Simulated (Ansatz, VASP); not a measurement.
## SbP5: VASP beside Ansatz

```
Sb P
1.0
     0.00000    3.78732    3.78732
     3.78732    0.00000    3.78732
     3.78732    3.78732    0.00000
Sb P
1 5
Direct
  0.00000 0.00000 0.00000
  0.25000 0.25000 0.25000
  0.60950 0.17150 0.60950
  0.60950 0.60950 0.17150
  0.60950 0.60950 0.60950
  0.17150 0.60950 0.60950
```

Change from the starting cell: species swapped into the TbCu5 type (F-43m, No. 216).

Alike in both runs: functional PBE; k mesh 4 × 4 × 4; occupations gaussian, width 0.1 eV; no spin polarisation.

Ansatz relaxed the structure, and its values are those at the end. VASP's run is a single point on that final structure, the one shown.

|  | VASP | Ansatz |
| --- | --- | --- |
| version | VASP 6.6.1 | Ansatz 0.2.0 |
| potentials or method | VASP PAW PBE potentials, release 64 (Sb, P), cutoff 520 eV | scalar-relativistic, plane waves, PAW |
| valence electrons in the cell | 30 | 40 |

```tsv
	VASP	Ansatz	Ansatz less VASP
gap on the k mesh at the Fermi level (eV)	none	none	-
pressure (GPa)	-0.3	0.0	+0.28
rms of the force components (eV/Å)	0.032	0.003	-0.0291
```

A gap of «none» marks a metal or a gap that the smearing closes. The functional is the same, so the differences come from potentials, cutoffs and numerics. VASP's potentials hold 30 valence electrons a cell and Ansatz's 40, so a difference there can come from the potentials and not from the codes.

Neither program's run includes spin-orbit coupling.
